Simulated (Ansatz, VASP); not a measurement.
**Two plane-wave programs on Mn**

```
CELL_PARAMETERS angstrom
2.49536 0.00000 0.00000
-1.24768 2.16104 0.00000
0.00000 0.00000 4.03401
ATOMIC_POSITIONS crystal
Mn 0.33333 0.66667 0.25000
Mn 0.66667 0.33333 0.75000
```

Alike in both runs: task single point; functional revPBE; k mesh 16 × 16 × 9; occupations fermi-dirac, width 0.1 eV; no spin polarisation.

|  | VASP | Ansatz |
| --- | --- | --- |
| version | VASP 6.6.1 | Ansatz 0.2.0 |
| potentials or method | VASP PAW PBE potentials, release 64 (Mn_pv), cutoff 520 eV | plane waves (420 eV) with PAW, scalar-relativistic |
| valence electrons in the cell | 26 | 30 |

```csv
,VASP,Ansatz,Ansatz less VASP
pressure (GPa),0.0,0.0,-0.01
"traceless stress, the component that is largest in VASP (GPa)",-0.09,0.00,+0.097
```

VASP's potentials were made for PBE, not for revPBE. The functional is the same, so the differences come from potentials, cutoffs and numerics. VASP's potentials hold 26 valence electrons a cell and Ansatz's 30, so a difference there can come from the potentials and not from the codes.
